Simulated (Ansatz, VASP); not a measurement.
**Two plane-wave programs on Pd**

```
CELL_PARAMETERS angstrom
0.00000 1.95677 1.95677
1.95677 0.00000 1.95677
1.95677 1.95677 0.00000
ATOMIC_POSITIONS crystal
Pd 0.00000 0.00000 0.00000
```

Alike in both runs: task single point; functional r2SCAN; k mesh 14 × 14 × 14; occupations gaussian, width 0.6 eV; collinear spin.

```csv
,VASP,Ansatz
version,VASP 6.6.1,Ansatz 0.2.0
potentials or method,"VASP PAW PBE potentials, release 64 (Pd), cutoff 520 eV","plane waves (500 eV) with PAW, scalar-relativistic"
valence electrons in the cell,10,18
```

VASP gave:

- pressure (GPa): 1.1
- net moment per atom (μB): 0.00

Q: What did Ansatz give for the same quantities?

A: Pressure (GPa): 0.5; net moment per atom (μB): 0.00.

VASP's potentials were made for PBE, not for r2SCAN. The functional is the same, so the differences come from potentials, cutoffs and numerics. VASP's potentials hold 10 valence electrons a cell and Ansatz's 18, so a difference there can come from the potentials and not from the codes. Ansatz's warnings: seeded moment not kept, stability check not made.
